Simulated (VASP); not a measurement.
# Si3S (I4/mmm) in VASP: single point with PBE

Aim: the single point of Si3S with PBE.

Program: VASP 6.6.1. These are calculated values, not measurements. Logs are shortened: lines on timing, memory, paths and dates and some standing lists are left out, and cuts for length are marked.

## 1. The cell of the first run

Symmetry: I4/mmm, No. 139, tetragonal system. The conventional cell has a = 3.501 Å, b = 3.501 Å, c = 10.894 Å, α = 90.00°, β = 90.00°, γ = 90.00°. Si (site symmetry 4/mmm) has 4 S at 2.48 Å and 8 Si at 3.24 Å within 3.3 Å. Within 3.3 Å of Si (site symmetry -4m2) lie 8 Si at 2.48 to 3.24 Å and 4 S at 3.24 Å. Within 3.3 Å of S (site symmetry 4/mmm) lie 12 Si at 2.48 to 3.24 Å.

## 2. Single point, PBE

Input file INCAR:

```
SYSTEM = Si3S
PREC = Accurate ; ENCUT = 520
EDIFF = 1E-7 ; ISMEAR = 0
SIGMA = 0.1 ; LREAL = .FALSE.
LASPH = .TRUE. ; NELM = 100
ALGO = Normal ; ISIF = 2
LWAVE = .FALSE. ; LCHARG = .FALSE.
GGA = PE ; NBANDS = 17
```

Input file KPOINTS:

```
regular mesh
0
G
  16 16 16
  0 0 0
```

Input file POSCAR:

```
Si3S
1.0
   -1.7503651040      1.7503651040      5.4468704647
    1.7503651040     -1.7503651040      5.4468704647
    1.7503651040      1.7503651040     -5.4468704647
Si S
3 1
Direct
    0.5000000000      0.5000000000      0.0000000000
    0.2500000000      0.7500000000      0.5000000000
    0.7500000000      0.2500000000      0.5000000000
    0.0000000000      0.0000000000      0.0000000000
```

Potentials or basis: VASP PAW PBE potentials, release 64 (Si, S).

On the command line:

```sh
cat potpaw_PBE.64/Si/POTCAR potpaw_PBE.64/S/POTCAR > POTCAR
mpirun -np 1 vasp_std > vasp.out
```

OUTCAR:

```text
SYSTEM = Si3S
   PREC = Accurate
   ENCUT = 520
   EDIFF = 1E-7
   ISMEAR = 0
   LREAL = .FALSE.
   LASPH = .TRUE.
   NELM = 100
   ISIF = 2
   GGA = PE

 ion  position               nearest neighbor table
   1  0.500  0.500  0.000-   4 2.48   4 2.48   4 2.48   4 2.48
   2  0.250  0.750  0.500-   3 2.48   3 2.48   3 2.48   3 2.48
   3  0.750  0.250  0.500-   2 2.48   2 2.48   2 2.48   2 2.48
   4  0.000  0.000  0.000-   1 2.48   1 2.48   1 2.48   1 2.48

  LATTYP: Found a body centered tetragonal cell.
 ALAT       =     3.5007302080
 C/A-ratio  =     3.1118481808

  Lattice vectors:

 A1 = (  -1.7503651040,   1.7503651040,   5.4468704647)
 A2 = (   1.7503651040,  -1.7503651040,   5.4468704647)
 A3 = (   1.7503651040,   1.7503651040,  -5.4468704647)

Analysis of symmetry for initial positions (statically):
=====================================================================
 Subroutine PRICEL returns:
 Original cell was already a primitive cell.

 Routine SETGRP: Setting up the symmetry group for a
 body centered tetragonal supercell.

 Subroutine GETGRP returns: Found 16 space group operations
 (whereof 16 operations were pure point group operations)
 out of a pool of 16 trial point group operations.

The static configuration has the point symmetry D_4h.

Analysis of symmetry for dynamics (positions and initial velocities):
=====================================================================
 Subroutine PRICEL returns:
 Original cell was already a primitive cell.

 Routine SETGRP: Setting up the symmetry group for a
 body centered tetragonal supercell.

 Subroutine GETGRP returns: Found 16 space group operations
 (whereof 16 operations were pure point group operations)
 out of a pool of 16 trial point group operations.

The dynamic configuration has the point symmetry D_4h.

 Subroutine INISYM returns: Found 16 space group operations
 (whereof 16 operations are pure point group operations),
 and found     1 'primitive' translations

----------------------------------------------------------------------------------------

                                     Primitive cell

  volume of cell :      66.7520

  direct lattice vectors                    reciprocal lattice vectors
    -1.750365104  1.750365104  5.446870465     0.000000000  0.285654689  0.091795831
     1.750365104 -1.750365104  5.446870465     0.285654689  0.000000000  0.091795831
     1.750365104  1.750365104 -5.446870465     0.285654689  0.285654689  0.000000000

  length of vectors
     5.982971992  5.982971992  5.982971992     0.300041791  0.300041791  0.403976736

  position of ions in fractional coordinates (direct lattice)
     0.500000000  0.500000000  0.000000000
     0.250000000  0.750000000  0.500000000
     0.750000000  0.250000000  0.500000000
     0.000000000  0.000000000  0.000000000

  ion indices of the primitive-cell ions
   primitive index   ion index
                 1           1
                 2           2
                 3           3
                 4           4

----------------------------------------------------------------------------------------

 KPOINTS: regular mesh

Automatic generation of k-mesh.
 Grid dimensions read from file:
 generate k-points for:   16   16   16

 Generating k-lattice:

  Cartesian coordinates                     Fractional coordinates (reciprocal lattice)
     0.000000000  0.017853418  0.005737239     0.062500000 -0.000000000  0.000000000
     0.017853418  0.000000000  0.005737239    -0.000000000  0.062500000  0.000000000
     0.017853418  0.017853418  0.000000000     0.000000000  0.000000000  0.062500000

  Length of vectors
     0.018752612  0.018752612  0.025248546

  Shift w.r.t. Gamma in fractional coordinates (k-lattice)
     0.000000000  0.000000000  0.000000000

 Subroutine IBZKPT returns following result:
 ===========================================

 Found    349 irreducible k-points:

 Following reciprocal coordinates:
            Coordinates               Weight
  0.000000  0.000000  0.000000      1.000000
  0.062500  0.000000 -0.000000      8.000000
  0.125000  0.000000 -0.000000      8.000000
  0.187500  0.000000 -0.000000      8.000000
  0.250000  0.000000 -0.000000      8.000000
  0.312500  0.000000 -0.000000      8.000000
[... 16 lines left out ...]
 -0.125000  0.062500  0.000000     16.000000
 -0.062500  0.062500  0.000000      4.000000
 [... further k-points ...]
   k-points           NKPTS =    349   k-points in BZ     NKDIM =    349   number of bands    NBANDS=     17
   number of dos      NEDOS =    301   number of ions     NIONS =      4
   total plane-waves  NPLWV = 110592
   dimension x,y,z NGX =    48 NGY =   48 NGZ =   48
   dimension x,y,z NGXF=    96 NGYF=   96 NGZF=   96
   ions per type =               3   1
   NGX,Y,Z   is equivalent  to a cutoff of  13.34, 13.34, 13.34 a.u.
   NGXF,Y,Z  is equivalent  to a cutoff of  26.68, 26.68, 26.68 a.u.
 SYSTEM =  Si3S
   PREC   = accura    normal or accurate (medium, high low for compatibility)
   ISTART =      0    job   : 0-new  1-cont  2-samecut
   ICHARG =      2    charge: 1-file 2-atom 10-const
   ISPIN  =      1    spin polarized calculation?
   LNONCOLLINEAR =      F non collinear calculations
   LSORBIT =      F    spin-orbit coupling
   LASPH  =      T    aspherical Exc in radial PAW
   ENCUT  =  520.0 eV  38.22 Ry    6.18 a.u.  11.12 11.12 11.12*2*pi/ulx,y,z
   NELM   =    100;   NELMIN=  2; NELMDL= -5     # of ELM steps
   EDIFF  = 0.1E-06   stopping-criterion for ELM
   LREAL  =      F    real-space projection
   EDIFFG = 0.1E-05   stopping-criterion for IOM
   NSW    =      0    number of steps for IOM
   IBRION =     -1    ionic relax: 0-MD 1-quasi-New 2-CG
   NFREE  =      0    steps in history (QN), initial steepest desc. (CG)
   ISIF   =      2    stress and relaxation
   ISYM   =      2    0-nonsym 1-usesym 2-fastsym
   POTIM  = 0.5000    time-step for ionic-motion
   TEBEG  =    0.0;   TEEND  =   0.0 temperature during run
   PSTRESS=    0.0 pullay stress
   NELECT =      18.0000    total number of electrons
   NUPDOWN=      -1.0000    fix difference up-down
   EMIN   =  10.00;   EMAX   =-10.00  energy-range for DOS
   EFERMI =   0.00;   METHOD = LEGACY
   ISMEAR =     0;   SIGMA  =   0.10  broadening in eV -4-tet -1-fermi 0-gaus
   EFERMI_NEDOS =   21; number of points for ismear=-14 and -15
   IALGO  =     38    algorithm
   IMIX   =      4    mixing-type and parameters
     AMIX     =   0.40;   BMIX     =  1.00
     AMIX_MAG =   1.60;   BMIX_MAG =  1.00
  volume/ion in A,a.u.               =      16.69       112.62
  Fermi-wavevector in a.u.,A,eV,Ry     =   1.057655  1.998679 15.219955  1.118635
  Thomas-Fermi vector in A             =   2.192936
   LORBIT       =      0    0 simple, 1 ext, 2 COOP (PROOUT), +10 PAW based schemes
   GGA     = PE    functional components
   LHFCALC =     F    Hartree Fock is set to
   AEXX    =    0.0000 exact exchange contribution
   IVDW    =     0    specifies the selected vdW correction
   LEPSILON=     F    determine dielectric tensor
   LRPA    =     F    only Hartree local field effects (RPA)
 non-spin polarized calculation
 Gauss-broadening in eV      SIGMA  =   0.10
  energy-cutoff  :      520.00
  volume of cell :       66.75
 maximum number of plane-waves:      1832
 NGX is ok and might be reduce to    48
   NGX = 23   NGY = 23   NGZ = 23

 number of electron      18.0000000 magnetization

 Free energy of the ion-electron system (eV)
  ---------------------------------------------------
  ext. energy  EPLUGINS =         0.00000000
  ---------------------------------------------------
  free energy    TOTEN  =       -18.19848199 eV

  energy without entropy =      -18.18853953  energy(sigma->0) =      -18.19351076

 E-fermi :   8.0014     XC(G=0): -10.5948

 val. band max:        7.9994852905   @ k =  -0.3750   0.3750   0.1875
 cond. band min:       8.0021928949   @ k =  -0.4375  -0.4375   0.0625
 fundamental gap:      0.0027076044
 Fermi energy:         8.0013591289

 k-point     1 :       0.0000    0.0000    0.0000
  band No.  band energies     occupation
      1      -7.3747      2.00000
      2      -3.0487      2.00000
      3       1.1149      2.00000
      4       3.8813      2.00000
      5       3.8813      2.00000
      6       4.0347      2.00000
[... 9 lines left out ...]
     16      15.1472      0.00000
     17      15.4198      0.00000

 k-point     2 :       0.0625    0.0000   -0.0000
  band No.  band energies     occupation
      1      -7.3379      2.00000
      2      -3.0202      2.00000
      3       1.1754      2.00000
      4       3.0404      2.00000
      5       3.9119      2.00000
      6       4.8021      2.00000
[... 9 lines left out ...]
     16      15.1180      0.00000
     17      15.2666      0.00000

 k-point     3 :       0.1250    0.0000   -0.0000
  band No.  band energies     occupation
      1      -7.2292      2.00000
      2      -2.9344      2.00000
      3       1.3401      2.00000
      4       2.1253      2.00000
      5       4.0027      2.00000
      6       4.7058      2.00000
[... 9 lines left out ...]
     16      14.4943      0.00000
     17      15.1363      0.00000

 k-point     4 :       0.1875    0.0000   -0.0000
  band No.  band energies     occupation
      1      -7.0541      2.00000
      2      -2.7920      2.00000
      3       1.1089      2.00000
      4       1.7468      2.00000
      5       3.6448      2.00000
      6       4.1501      2.00000
[... 9 lines left out ...]
     16      14.0761      0.00000
     17      14.0948      0.00000

 k-point     5 :       0.2500    0.0000   -0.0000
  band No.  band energies     occupation
      1      -6.8234      2.00000
      2      -2.5982      2.00000
      3       0.3018      2.00000
      4       2.0722      2.00000
      5       2.7130      2.00000
      6       4.3462      2.00000
[... 9 lines left out ...]
     16      14.0763      0.00000
     17      14.8162      0.00000

 k-point     6 :       0.3125    0.0000   -0.0000
  band No.  band energies     occupation
      1      -6.5571      2.00000
      2      -2.3750      2.00000
      3      -0.4024      2.00000
      4       1.6463      2.00000
      5       2.7591      2.00000
      6       4.5755      2.00000
[... 9 lines left out ...]
     16      14.2752      0.00000
     17      15.3026      0.00000

 k-point     7 :       0.3750    0.0000   -0.0000
  band No.  band energies     occupation
      1      -6.2903      2.00000
      2      -2.1999      2.00000
      3      -0.8548      2.00000
      4       0.8649      2.00000
      5       3.3550      2.00000
      6       4.8088      2.00000
[... 9 lines left out ...]
     16      13.5997      0.00000
     17      16.4783      0.00000

 k-point     8 :       0.4375    0.0000   -0.0000
  band No.  band energies     occupation
      1      -6.0806      2.00000
      2      -2.1992      2.00000
      3      -0.8777      2.00000
      4       0.1866      2.00000
      5       4.0083      2.00000
      6       4.9952      2.00000
[... 9 lines left out ...]
     16      12.8651      0.00000
     17      17.0381      0.00000
[... 203 lines left out ...]
      1      -6.2699      2.00000
      2      -2.1433      2.00000
      3      -0.7063      2.00000
      4       0.8207      2.00000
      5       3.1929      2.00000
      6       4.4488      2.00000
[... 9 lines left out ...]
     16      14.1775      0.00000
     17      16.0723      0.00000

 k-point    20 :      -0.3125    0.0625    0.0000
  band No.  band energies     occupation
      1      -6.5359      2.00000
      2      -2.2932      2.00000
      3      -0.2920      2.00000
      4       1.6177      2.00000
      5       2.6176      2.00000
      6       4.1933      2.00000
[... 9 lines left out ...]
     16      14.6768      0.00000
     17      15.4603      0.00000

 k-point    21 :      -0.2500    0.0625    0.0000
  band No.  band energies     occupation
      1      -6.8001      2.00000
      2      -2.5093      2.00000
      3       0.3831      2.00000
      4       1.9844      2.00000
      5       2.6734      2.00000
      6       3.9494      2.00000
[... 9 lines left out ...]
     16      14.1342      0.00000
     17      14.8249      0.00000

 k-point    22 :      -0.1875    0.0625    0.0000
  band No.  band energies     occupation
      1      -7.0278      2.00000
      2      -2.7093      2.00000
      3       1.1700      2.00000
      4       1.6598      2.00000
      5       3.6208      2.00000
      6       3.7703      2.00000
[... 9 lines left out ...]
     16      13.7852      0.00000
     17      14.0751      0.00000

 k-point    23 :      -0.1250    0.0625    0.0000
  band No.  band energies     occupation
      1      -7.1995      2.00000
      2      -2.8660      2.00000
      3       1.3376      2.00000
      4       2.0743      2.00000
      5       3.6207      2.00000
      6       4.7216      2.00000
[... 9 lines left out ...]
     16      14.5804      0.00000
     17      14.6428      0.00000

 k-point    24 :      -0.0625    0.0625    0.0000
  band No.  band energies     occupation
      1      -7.3046      2.00000
      2      -2.9708      2.00000
      3       1.1988      2.00000
      4       2.7922      2.00000
      5       3.6647      2.00000
      6       5.2756      2.00000
[... 9 lines left out ...]
     16      15.0628      0.00000
     17      15.1441      0.00000

 [... further k-points ...]

------------------------ aborting loop because EDIFF is reached ----------------------------------------

  FORCE on cell =-STRESS in cart. coord.  units (eV):
  Direction    XX          YY          ZZ          XY          YZ          ZX
  --------------------------------------------------------------------------------------
  -------------------------------------------------------------------------------------
  Total       -0.0205670     -0.0205670      0.0086468      0.0000000     -0.0000000      0.0000000
  in kB       -0.4936481     -0.4936481      0.2075402      0.0000000     -0.0000000      0.0000000
  external PRESSURE =      -0.2599186 kB  Pullay stress =       0.0000000 kB

 VOLUME and BASIS-vectors are now :
 -----------------------------------------------------------------------------
  energy-cutoff  :      520.00
  volume of cell :       66.75
      direct lattice vectors                 reciprocal lattice vectors
    -1.750365104  1.750365104  5.446870465     0.000000000  0.285654689  0.091795831
     1.750365104 -1.750365104  5.446870465     0.285654689  0.000000000  0.091795831
     1.750365104  1.750365104 -5.446870465     0.285654689  0.285654689  0.000000000

 POSITION                                       TOTAL-FORCE (eV/Angst)
 -----------------------------------------------------------------------------------
      0.00000      0.00000      5.44687        -0.000000     -0.000000      0.000000
      1.75037      0.00000      2.72344         0.000000     -0.000000      0.000000
      0.00000      1.75037      2.72344        -0.000000      0.000000     -0.000000
      0.00000      0.00000      0.00000        -0.000000     -0.000000      0.000000
 -----------------------------------------------------------------------------------
    total drift:                                0.000000     -0.000000      0.000000

  FREE ENERGIE OF THE ION-ELECTRON SYSTEM (eV)
  ---------------------------------------------------
  free  energy   TOTEN  =       -18.1984819909 eV

  energy  without entropy=      -18.1885395282  energy(sigma->0) =      -18.19351076
```

Run time: 37 min. Hardware: 1 thread of Intel Xeon 8259CL, shared host; peak memory 0.5 GiB.

Results:

| Quantity | Value |
| --- | --- |
| Free energy | -18.1985 eV |
| Pressure | 0.0 GPa |
| Band gap on the k mesh | zero (bands 9 and 10 overlap by 2.39 eV) |
